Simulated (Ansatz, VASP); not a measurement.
One calculation of Si3Mo5, two programs

File POSCAR:

```
Si3Mo5
1.0
   -4.8100000000      4.8100000000      2.4500000000
    4.8100000000     -4.8100000000      2.4500000000
    4.8100000000      4.8100000000     -2.4500000000
Si Mo
6 10
Direct
    0.7500000000      0.7500000000      0.0000000000
    0.2500000000      0.2500000000      0.0000000000
    0.1700000000      0.6700000000      0.8400000000
    0.6700000000      0.8300000000      0.5000000000
    0.8300000000      0.3300000000      0.1600000000
    0.3300000000      0.1700000000      0.5000000000
    0.2500000000      0.7500000000      0.5000000000
    0.7500000000      0.2500000000      0.5000000000
    0.7230000000      0.5740000000      0.2970000000
    0.5740000000      0.2770000000      0.8510000000
    0.2770000000      0.4260000000      0.7030000000
    0.4260000000      0.7230000000      0.1490000000
    0.7770000000      0.0740000000      0.8510000000
    0.9260000000      0.7770000000      0.7030000000
    0.2230000000      0.9260000000      0.1490000000
    0.0740000000      0.2230000000      0.2970000000
```

Contents of INCAR.step1:

```
PREC = Accurate ; ENCUT = 520
ISMEAR = 0 ; SIGMA = 0.1
LREAL = Auto ; LASPH = True
NELM = 60 ; NBANDS = 96
GGA = PE ; ALGO = Normal
EDIFF = 1E-4 ; LWAVE = True
LCHARG = False
```

INCAR.step2

```
PREC = Accurate ; ENCUT = 520
EDIFF = 1E-7 ; ISMEAR = 0
SIGMA = 0.1 ; LREAL = Auto
LASPH = True ; NELM = 60
ALGO = Normal ; ISIF = 2
LWAVE = False ; LCHARG = True
METAGGA = R2SCAN ; LMIXTAU = True
LELF = True ; LVHAR = True
NBANDS = 96 ; ISTART = 1
```

KPOINTS

```
regular mesh
0
Gamma
  4 4 4
```

Input for Ansatz:

```yaml
crystal:
  lattice:
    - [-4.81, 4.81, 2.45]
    - [4.81, -4.81, 2.45]
    - [4.81, 4.81, -2.45]
  atoms:
    - { symbol: Si, position: [0.75, 0.75, 0.0] }
    - { symbol: Si, position: [0.25, 0.25, 0.0] }
    - { symbol: Si, position: [0.17, 0.67, 0.84] }
    - { symbol: Si, position: [0.67, 0.83, 0.5] }
    - { symbol: Si, position: [0.83, 0.33, 0.16] }
    - { symbol: Si, position: [0.33, 0.17, 0.5] }
    - { symbol: Mo, position: [0.25, 0.75, 0.5] }
    - { symbol: Mo, position: [0.75, 0.25, 0.5] }
    - { symbol: Mo, position: [0.723, 0.574, 0.297] }
    - { symbol: Mo, position: [0.574, 0.277, 0.851] }
    - { symbol: Mo, position: [0.277, 0.426, 0.703] }
    - { symbol: Mo, position: [0.426, 0.723, 0.149] }
    - { symbol: Mo, position: [0.777, 0.074, 0.851] }
    - { symbol: Mo, position: [0.926, 0.777, 0.703] }
    - { symbol: Mo, position: [0.223, 0.926, 0.149] }
    - { symbol: Mo, position: [0.074, 0.223, 0.297] }
basis:
  ecutwfc: 500
kpoints:
  mp_grid: { grid: [4, 4, 4] }
hamiltonian:
  xc: r2scan
scf:
  occupations: { method: gaussian, width: 0.1 }
  lower_state_search: "off"
output:
  forces: true
  stress: true
  eigenvalues: true
```

Alike in both runs: task single point; functional r2SCAN; k mesh 4 × 4 × 4; occupations gaussian, width 0.1 eV; no spin polarisation.

|  | VASP | Ansatz |
| --- | --- | --- |
| version | VASP 6.6.1 | Ansatz 0.2.0 |
| potentials or method | VASP PAW PBE potentials, release 64 (Si, Mo_sv), cutoff 520 eV | scalar-relativistic, plane waves, PAW |
| valence electrons in the cell | 164 | 164 |

Ansatz gave:

* gap on the k mesh at the Fermi level (eV): none
* pressure (GPa): 0.9
* traceless stress, the component that is largest in VASP (GPa): -0.85
* rms of the force components (eV/Å): 0.179

**Question.** What did VASP give for the same quantities?

**Answer.** gap on the k mesh at the Fermi level (eV): none; pressure (GPa): 1.6; traceless stress, the component that is largest in VASP (GPa): -0.78; rms of the force components (eV/Å): 0.180.

VASP's potentials were made for PBE, not for r2SCAN. Atom by atom the forces differ by 0.003 eV/Å (rms over components). A gap of «none» marks a metal or a gap that the smearing closes.
